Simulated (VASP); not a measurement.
# MgS (Fm-3m) in VASP: phonons with r2SCAN

Aim: the phonons of MgS with r2SCAN.

Everything below comes from runs of VASP 6.6.1. Logs are shortened: lines on timing, memory, paths and dates and some standing lists are left out, and cuts for length are marked.

## Step 1: The cell of the first run

It takes space group Fm-3m (No. 225, cubic). The conventional cell has a = 5.203 Å, b = 5.203 Å, c = 5.203 Å, α = 90.00°, β = 90.00°, γ = 90.00°. Within 3.4 Å of Mg (site symmetry m-3m) lie 6 S at 2.60 Å. S (site symmetry m-3m) has 6 Mg at 2.60 Å within 3.4 Å.

## Step 2: Phonons, r2SCAN

Contents of INCAR:

```
ALGO = Normal ; EDIFF = 1E-8
ENCUT = 520 ; IBRION = 6
ISIF = 2 ; ISMEAR = 0
LASPH = T ; LCHARG = F
LMIXTAU = T ; LREAL = F
LWAVE = F ; METAGGA = R2SCAN
NBANDS = 11 ; NELM = 80
NFREE = 2 ; NSW = 1
POTIM = 0.015 ; PREC = Accurate
SIGMA = 0.01
```

Contents of KPOINTS:

```
k-points
0
Gamma
  6 6 6
```

Contents of POSCAR:

```
MgS
1.0
    0.0000000000      2.6016500000      2.6016500000
    2.6016500000      0.0000000000      2.6016500000
    2.6016500000      2.6016500000      0.0000000000
Mg S
1 1
Direct
    0.0000000000      0.0000000000      0.0000000000
    0.5000000000      0.5000000000      0.5000000000
```

Potentials or basis: VASP PAW PBE potentials, release 64 (Mg, S).

Started as:

```bash
$ cat potpaw_PBE.64/Mg/POTCAR potpaw_PBE.64/S/POTCAR > POTCAR
$ mpirun -np 1 vasp_std > vasp.out
```

OUTCAR:

```text
EDIFF = 1E-8
   ENCUT = 520
   IBRION = 6
   ISIF = 2
   ISMEAR = 0
   LASPH = T
   LREAL = F
   METAGGA = R2SCAN
   NELM = 80
   NFREE = 2
   NSW = 1
   POTIM = 0.015
   PREC = Accurate

 ion  position               nearest neighbor table
   1  0.000  0.000  0.000-   2 2.60   2 2.60   2 2.60   2 2.60   2 2.60   2 2.60
   2  0.500  0.500  0.500-   1 2.60   1 2.60   1 2.60   1 2.60   1 2.60   1 2.60

  LATTYP: Found a face centered cubic cell.
 ALAT       =     5.2033000000

  Lattice vectors:

 A1 = (   0.0000000000,   2.6016500000,   2.6016500000)
 A2 = (   2.6016500000,   0.0000000000,   2.6016500000)
 A3 = (   2.6016500000,   2.6016500000,   0.0000000000)

Analysis of symmetry for initial positions (statically):
=====================================================================
 Subroutine PRICEL returns:
 Original cell was already a primitive cell.

 Routine SETGRP: Setting up the symmetry group for a
 face centered cubic supercell.

 Subroutine GETGRP returns: Found 48 space group operations
 (whereof 48 operations were pure point group operations)
 out of a pool of 48 trial point group operations.

The static configuration has the point symmetry O_h .

Analysis of symmetry for dynamics (positions and initial velocities):
=====================================================================
 Subroutine PRICEL returns:
 Original cell was already a primitive cell.

 Routine SETGRP: Setting up the symmetry group for a
 face centered cubic supercell.

 Subroutine GETGRP returns: Found 48 space group operations
 (whereof 48 operations were pure point group operations)
 out of a pool of 48 trial point group operations.

The dynamic configuration has the point symmetry O_h .

 Subroutine INISYM returns: Found 48 space group operations
 (whereof 48 operations are pure point group operations),
 and found     1 'primitive' translations

----------------------------------------------------------------------------------------

                                     Primitive cell

  volume of cell :      35.2190

  direct lattice vectors                    reciprocal lattice vectors
     0.000000000  2.601650000  2.601650000    -0.192185728  0.192185728  0.192185728
     2.601650000  0.000000000  2.601650000     0.192185728 -0.192185728  0.192185728
     2.601650000  2.601650000  0.000000000     0.192185728  0.192185728 -0.192185728

  length of vectors
     3.679288715  3.679288715  3.679288715     0.332875446  0.332875446  0.332875446

  position of ions in fractional coordinates (direct lattice)
     0.000000000  0.000000000  0.000000000
     0.500000000  0.500000000  0.500000000

  ion indices of the primitive-cell ions
   primitive index   ion index
                 1           1
                 2           2

----------------------------------------------------------------------------------------

 KPOINTS: k-points

Automatic generation of k-mesh.
 Grid dimensions read from file:
 generate k-points for:    6    6    6

 Generating k-lattice:

  Cartesian coordinates                     Fractional coordinates (reciprocal lattice)
    -0.032030955  0.032030955  0.032030955     0.166666667  0.000000000  0.000000000
     0.032030955 -0.032030955  0.032030955     0.000000000  0.166666667  0.000000000
     0.032030955  0.032030955 -0.032030955     0.000000000  0.000000000  0.166666667

  Length of vectors
     0.055479241  0.055479241  0.055479241

  Shift w.r.t. Gamma in fractional coordinates (k-lattice)
     0.000000000  0.000000000  0.000000000

 Subroutine IBZKPT returns following result:
[... 49 lines left out ...]
   TEBEG  =    0.0;   TEEND  =   0.0 temperature during run
   PSTRESS=    0.0 pullay stress
   NELECT =       8.0000    total number of electrons
   NUPDOWN=      -1.0000    fix difference up-down
   EMIN   =  10.00;   EMAX   =-10.00  energy-range for DOS
   EFERMI =   0.00;   METHOD = LEGACY
   ISMEAR =     0;   SIGMA  =   0.01  broadening in eV -4-tet -1-fermi 0-gaus
   EFERMI_NEDOS =   21; number of points for ismear=-14 and -15
   IALGO  =     38    algorithm
   IMIX   =      4    mixing-type and parameters
     AMIX     =   0.40;   BMIX     =  1.00
     AMIX_MAG =   1.60;   BMIX_MAG =  1.00
  volume/ion in A,a.u.               =      17.61       118.83
  Fermi-wavevector in a.u.,A,eV,Ry     =   0.998878  1.887606 13.575323  0.997758
  Thomas-Fermi vector in A             =   2.131131
   LORBIT       =      0    0 simple, 1 ext, 2 COOP (PROOUT), +10 PAW based schemes
   METAGGA = R2SCAN    functional components
   LHFCALC =     F    Hartree Fock is set to
   AEXX    =    0.0000 exact exchange contribution
   IVDW    =     0    specifies the selected vdW correction
   LEPSILON=     F    determine dielectric tensor
   LRPA    =     F    only Hartree local field effects (RPA)
 finite differences with symmetry
 non-spin polarized calculation
 Gauss-broadening in eV      SIGMA  =   0.01
  energy-cutoff  :      520.00
  volume of cell :       35.22
 maximum number of plane-waves:       960
   NGX = 13   NGY = 13   NGZ = 13

--------------------------------------- Ionic step        1  -------------------------------------------

 number of electron       8.0000000 magnetization

 Free energy of the ion-electron system (eV)
  ---------------------------------------------------
  ext. energy  EPLUGINS =         0.00000000
  ---------------------------------------------------
  free energy    TOTEN  =       -15.50853850 eV

  energy without entropy =      -15.50853850  energy(sigma->0) =      -15.50853850

------------------------ aborting loop because EDIFF is reached ----------------------------------------

  FORCE on cell =-STRESS in cart. coord.  units (eV):
  Direction    XX          YY          ZZ          XY          YZ          ZX
  --------------------------------------------------------------------------------------
  -------------------------------------------------------------------------------------
  Total       -0.1007005     -0.1007005     -0.1007005      0.0000000     -0.0000000      0.0000000
  in kB       -4.5810578     -4.5810578     -4.5810578      0.0000000     -0.0000000      0.0000000
  external PRESSURE =      -4.5810578 kB  Pullay stress =       0.0000000 kB
[... 131 lines left out ...]
--------------------------------------- Ionic step        5  -------------------------------------------

 number of electron       8.0000000 magnetization

 Free energy of the ion-electron system (eV)
  ---------------------------------------------------
  ext. energy  EPLUGINS =         0.00000000
  ---------------------------------------------------
  free energy    TOTEN  =       -15.50821996 eV

  energy without entropy =      -15.50821996  energy(sigma->0) =      -15.50821996

 E-fermi :   3.5525     XC(G=0): -10.0893

 val. band max:        3.4944599407   @ k =   0.0000   0.0000   0.0000
 cond. band min:       6.9268062156   @ k =   0.5000   0.5000   0.0000
 fundamental gap:      3.4323462750
 Fermi energy:         3.5524815860

 k-point     1 :       0.0000    0.0000    0.0000
  band No.  band energies     occupation
      1      -9.6884      2.00000
      2       3.4941      2.00000
      3       3.4945      2.00000
      4       3.4945      2.00000
      5       8.1087      0.00000
      6      12.0243      0.00000
      7      12.0243      0.00000
      8      12.0247      0.00000
      9      14.4352      0.00000
     10      14.4358      0.00000
     11      17.0357      0.00000
[... 309 lines left out ...]
 k-point    24 :       0.0000   -0.3333    0.3333
  band No.  band energies     occupation
      1      -8.0439      2.00000
      2      -0.1540      2.00000
      3       0.1198      2.00000
      4       2.3204      2.00000
      5       8.5599      0.00000
      6      11.9380      0.00000
      7      13.0992      0.00000
      8      13.5240      0.00000
      9      16.2289      0.00000
     10      16.6788      0.00000
     11      21.4328      0.00000

 [... further k-points ...]

------------------------ aborting loop because EDIFF is reached ----------------------------------------

  FORCE on cell =-STRESS in cart. coord.  units (eV):
  Direction    XX          YY          ZZ          XY          YZ          ZX
  --------------------------------------------------------------------------------------
  -------------------------------------------------------------------------------------
  Total       -0.0946714     -0.1011082     -0.1011082     -0.0000000     -0.0000000      0.0000000
  in kB       -4.3067812     -4.5996032     -4.5996032     -0.0000000     -0.0000000      0.0000000
  external PRESSURE =      -4.5019959 kB  Pullay stress =       0.0000000 kB
[... 17 lines left out ...]
  FREE ENERGIE OF THE ION-ELECTRON SYSTEM (eV)
  ---------------------------------------------------
  free  energy   TOTEN  =       -15.5082199612 eV

  energy  without entropy=      -15.5082199612  energy(sigma->0) =      -15.50821996

 INTERNAL STRAIN TENSORS FROM DISPLACED ATOMS
 ============================================

 INTERNAL STRAIN TENSOR FOR ION    1 for displacements in x,y,z  (eV/Angst):
          X           Y           Z          XY          YZ          ZX
  --------------------------------------------------------------------------------
  x     0.00000     0.00000     0.00000     0.00000     0.00000     0.00000
  y     0.00000     0.00000     0.00000     0.00000     0.00000     0.00000
  z     0.00000     0.00000     0.00000     0.00000     0.00000     0.00000

 INTERNAL STRAIN TENSOR FOR ION    2 for displacements in x,y,z  (eV/Angst):
          X           Y           Z          XY          YZ          ZX
  --------------------------------------------------------------------------------
  x     0.00000     0.00000     0.00000     0.00000     0.00000     0.00000
  y     0.00000     0.00000     0.00000     0.00000     0.00000     0.00000
  z     0.00000     0.00000     0.00000     0.00000     0.00000     0.00000

 Eigenvectors and eigenvalues of the dynamical matrix
 ----------------------------------------------------

   1 f  =    7.047747 THz    44.282300 2PiTHz  235.087532 cm-1    29.147126 meV
             X         Y         Z           dx          dy          dz
      0.000000  0.000000  0.000000    -0.260541   -0.709243    0.000000
      2.601650  2.601650  2.601650     0.225876    0.614876   -0.000000
[... 21 lines left out ...]
   6 f/i=    0.014727 THz     0.092534 2PiTHz    0.491250 cm-1     0.060907 meV
             X         Y         Z           dx          dy          dz
      0.000000  0.000000  0.000000     0.162444   -0.581905   -0.253162
      2.601650  2.601650  2.601650     0.187375   -0.671212   -0.292016

 ELASTIC MODULI CONTR FROM IONIC RELAXATION (kBar)
 Direction    XX          YY          ZZ          XY          YZ          ZX
 --------------------------------------------------------------------------------
 XX           0.0000      0.0000      0.0000      0.0000      0.0000      0.0000
 YY           0.0000      0.0000      0.0000      0.0000      0.0000      0.0000
 ZZ           0.0000      0.0000      0.0000      0.0000      0.0000      0.0000
 XY           0.0000      0.0000      0.0000      0.0000      0.0000      0.0000
 YZ           0.0000      0.0000      0.0000      0.0000      0.0000      0.0000
 ZX           0.0000      0.0000      0.0000      0.0000      0.0000      0.0000
 --------------------------------------------------------------------------------
```

Wall time 3.7 min (1 thread of Intel Xeon Platinum 8259CL at 2.50GHz (Skylake/Cascade Lake), shared host); peak memory 0.18 GiB.

Results:

```
Highest phonon frequency at Γ, LO-TO splitting left out : 235 cm⁻¹
```

Phonon frequencies in cm⁻¹ (negative: imaginary):
```tsv
q point	frequencies
(0.000, 0.000, 0.000)	0 0 0 235 235 235
```

Caveat: the PAW data sets were made with another functional, which shifts forces and pressure a little.
